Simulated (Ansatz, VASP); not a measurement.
## In3As in VASP and in Ansatz

Contents of INCAR:

```
SYSTEM = In3As
PREC     = Accurate       ! precision mode
ENCUT    = 520            ! plane-wave cutoff, eV
EDIFF    = 1E-6           ! SCF threshold, eV
ISMEAR   = -1             ! smearing method
SIGMA    = 0.05           ! smearing width, eV
LREAL    = .False.        ! projectors in reciprocal space
LASPH    = .True.         ! aspherical terms in the spheres
NELM     = 100            ! most SCF steps
ALGO     = Fast           ! electronic algorithm
ISIF     = 2              ! what is computed and relaxed
LWAVE    = .False.        ! write WAVECAR
LCHARG   = .False.        ! write CHGCAR
GGA      = PS             ! functional
NBANDS   = 30             ! bands
```

File KPOINTS:

```
regular mesh
0
Gamma
  6 6 6
  0 0 0
```

Contents of POSCAR:

```
In3As
1.0
    4.6716810000      0.0000000000      0.0000000000
    0.0000000000      4.6716810000      0.0000000000
    0.0000000000      0.0000000000      4.6716810000
In As
3 1
Direct
    0.5028690000      0.4979900000     -0.0089040000
    0.4937360000     -0.0117320000      0.4955530000
   -0.0097910000      0.4974800000      0.5102530000
   -0.0010710000      0.0083410000     -0.0029350000
```

input.yaml

```yaml
crystal:
  lattice:
    - [4.671681, 0.0, 0.0]
    - [0.0, 4.671681, 0.0]
    - [0.0, 0.0, 4.671681]
  atoms:
    - { symbol: In, position: [0.502869, 0.49799, -0.008904] }
    - { symbol: In, position: [0.493736, -0.011732, 0.495553] }
    - { symbol: In, position: [-0.009791, 0.49748, 0.510253] }
    - { symbol: As, position: [-0.001071, 0.008341, -0.002935] }
kpoints:
  mp_grid: { grid: [6, 6, 6] }
scf:
  occupations: { method: fermi_dirac, width: 0.05 }
hamiltonian:
  xc: pbesol
  pseudopotentials: { kind: all_electron, lapw: { basis_error: 0.001 } }
output:
  forces: true
  stress: true
  eigenvalues: true
  populations: true
```

Change from the starting cell: atoms moved at random, drawn with an rms of 0.05 Å.

Alike in both runs: task single point; functional PBEsol; k mesh 6 × 6 × 6; occupations fermi-dirac, width 0.05 eV; no spin polarisation.

|  | VASP | Ansatz |
| --- | --- | --- |
| version | VASP 6.6.1 | Ansatz 0.2.0 |
| potentials or method | VASP PAW PBE potentials, release 64 (In_d, As), cutoff 520 eV | all-electron LAPW, scalar-relativistic |

```tsv
	VASP	Ansatz	Ansatz less VASP
gap on the k mesh at the Fermi level (eV)	none	none	-
pressure (GPa)	-2.3	-2.3	0.00
traceless stress, the component that is largest in VASP (GPa)	-0.05	-0.05	0.000
rms of the force components (eV/Å)	0.077	0.077	-0.0001
```

VASP's potentials were made for PBE, not for PBEsol. Atom by atom the forces differ by 0.000 eV/Å (rms over components). A gap of «none» marks a metal or a gap that the smearing closes. Ansatz ran all-electron here, and VASP with PAW potentials.
